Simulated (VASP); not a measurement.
A run of VASP 6.6.1:

INCAR

```
ALGO = Normal
EDIFF = 1E-6
ENCUT = 600
GGA = PS
GGA_COMPAT = F
ISIF = 2
ISMEAR = -1
LASPH = T
LCHARG = T
LELF = T
LREAL = F
LVHAR = T
LWAVE = F
NBANDS = 30
NELM = 120
PREC = Accurate
SIGMA = 0.1
```

The input KPOINTS:

```
k-points
0
Gamma
  8 8 8
```

The input POSCAR:

```
ScCu3
1.0
    0.0000000000      3.0334725000      3.0334725000
    3.0334725000      0.0000000000      3.0334725000
    3.0334725000      3.0334725000      0.0000000000
Sc Cu
1 3
Direct
    0.0000000000      0.0000000000      0.0000000000
    0.5000000000      0.5000000000      0.5000000000
    0.2500000000      0.2500000000      0.2500000000
    0.7500000000      0.7500000000      0.7500000000
```

Potentials or basis: VASP PAW PBE potentials, release 64 (Sc_sv, Cu).

Run with:

```sh
$ cat potpaw_PBE.64/Sc_sv/POTCAR potpaw_PBE.64/Cu/POTCAR > POTCAR
$ mpirun -np 1 vasp_std > vasp.out
```

Hardware: 1 thread of Intel(R) Xeon(R) Platinum 8259CL CPU @ 2.50GHz (Skylake/Cascade Lake), on a shared host.

**Question.** Estimate the wall time of this run.

**Answer.** It took 83 s on 1 thread of Intel(R) Xeon(R) Platinum 8259CL CPU @ 2.50GHz (Skylake/Cascade Lake), with other jobs on the host, peak memory 0.23 GiB. Counts: scf iterations 15, k points 29.
